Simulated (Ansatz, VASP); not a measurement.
# Two plane-wave programs on SiSn5

```xyz
6
Lattice="10.2216 0.0000 0.0000 -5.1108 8.8522 0.0000 0.0000 0.0000 2.9042" Properties=species:S:1:pos:R:3 pbc="T T T"
Si    0.0000    0.0000    1.4521
Sn    0.0000    5.9015    1.4521
Sn    5.1108    2.9507    1.4521
Sn    5.1108    0.0000    1.4521
Sn   -2.5554    4.4261    1.4521
Sn    2.5554    4.4261    1.4521
```

Alike in both runs: functional PBE; k mesh 6 × 6 × 12; occupations gaussian, width 0.1 eV; no spin polarisation.

Ansatz relaxed the structure, and its values are those at the end. VASP's run is a single point on that final structure, the one shown.

|  | VASP | Ansatz |
| --- | --- | --- |
| version | VASP 6.6.1 | Ansatz 0.2.0 |
| potentials or method | VASP PAW PBE potentials, release 64 (Si, Sn_d), cutoff 520 eV | scalar-relativistic, plane waves, PAW |
| valence electrons in the cell | 74 | 74 |

```csv
,VASP,Ansatz,Ansatz less VASP
gap on the k mesh at the Fermi level (eV),none,none,-
pressure (GPa),0.0,0.0,+0.04
```

A gap of «none» marks a metal or a gap that the smearing closes. The functional is the same, so the differences come from potentials, cutoffs and numerics.
